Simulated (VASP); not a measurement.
Wanted: the native input for a VASP 6.6.1 run.

```
Task                   : single point
Functional             : r2SCAN
Potentials or basis    : VASP PAW PBE potentials, release 64 (Sr_sv, Co, S)
Cutoff                 : 520 eV
k mesh                 : 4 × 4 × 2
Occupations            : methfessel-paxton, width 0.05 eV
Spin                   : no spin polarisation
Dipole correction      : no
Further INCAR settings : ALGO = Normal; EDIFF = 1e-06; NBANDS = 41
```

SrCoS2:

```xyz
8
Lattice="3.1651 3.1903 0.0000 3.1651 -3.1903 0.0000 0.0000 0.0000 -8.7864" Properties=species:S:1:pos:R:3 pbc="T T T"
Sr    3.1651   -1.5952   -7.0458
Sr    3.1651    1.5952   -1.7406
Co    3.1651   -1.5952   -3.5743
Co    3.1651    1.5952   -5.2121
S     3.1651   -1.5952   -1.3215
S     3.1651    1.5952   -7.4649
S     4.7477    0.0000   -4.3932
S     1.5826    0.0000   -4.3932
```

The input as run:

POSCAR

```
SrCoS2
1.0
    3.1651130000      3.1903210000      0.0000000000
    3.1651130000     -3.1903210000      0.0000000000
    0.0000000000      0.0000000000     -8.7864280000
Sr Co S
2 2 4
Direct
    0.2500000000      0.7500000000      0.8019000000
    0.7500000000      0.2500000000      0.1981000000
    0.2500000000      0.7500000000      0.4068000000
    0.7500000000      0.2500000000      0.5932000000
    0.2500000000      0.7500000000      0.1504000000
    0.7500000000      0.2500000000      0.8496000000
    0.7500000000      0.7500000000      0.5000000000
    0.2500000000      0.2500000000      0.5000000000
```

INCAR.step1

```
PREC = Accurate
ENCUT = 520
ISMEAR = 1
SIGMA = 0.05
LREAL = F
LASPH = T
NELM = 60
NBANDS = 41
GGA = PE
ALGO = Normal
EDIFF = 1E-4
LWAVE = T
LCHARG = F
```

INCAR.step2

```
PREC = Accurate
ENCUT = 520
EDIFF = 1E-6
ISMEAR = 1
SIGMA = 0.05
LREAL = F
LASPH = T
NELM = 60
ALGO = Normal
ISIF = 2
LWAVE = F
LCHARG = F
METAGGA = R2SCAN
LMIXTAU = T
NBANDS = 41
ISTART = 1
```

KPOINTS

```
Automatic mesh
0
Gamma
  4 4 2
```

Potentials or basis: VASP PAW PBE potentials, release 64 (Sr_sv, Co, S).

The run is started by

```bash
$ cat potpaw_PBE.64/Sr_sv/POTCAR potpaw_PBE.64/Co/POTCAR potpaw_PBE.64/S/POTCAR > POTCAR
$ cp INCAR.step1 INCAR
$ mpirun -np 1 vasp_std > vasp.out
$ cp INCAR.step2 INCAR
$ mpirun -np 1 vasp_std > vasp.out
```

Results of the run:

```
Pressure               : -8.7 GPa
Largest force          : 0.304 eV/Å
Band gap on the k mesh : zero (band 31 reaches 4.63 eV, above the bottom of band 32 at 3.77 eV)
```

Caveat: the PAW data sets were made with another functional, which shifts forces and pressure a little; the run has no spin polarisation, though such a crystal can be magnetic.

Wall time 9.9 min on 1 thread of Oxide Virtual Turin-like Processor, with other jobs on the host, peak memory 0.34 GiB.
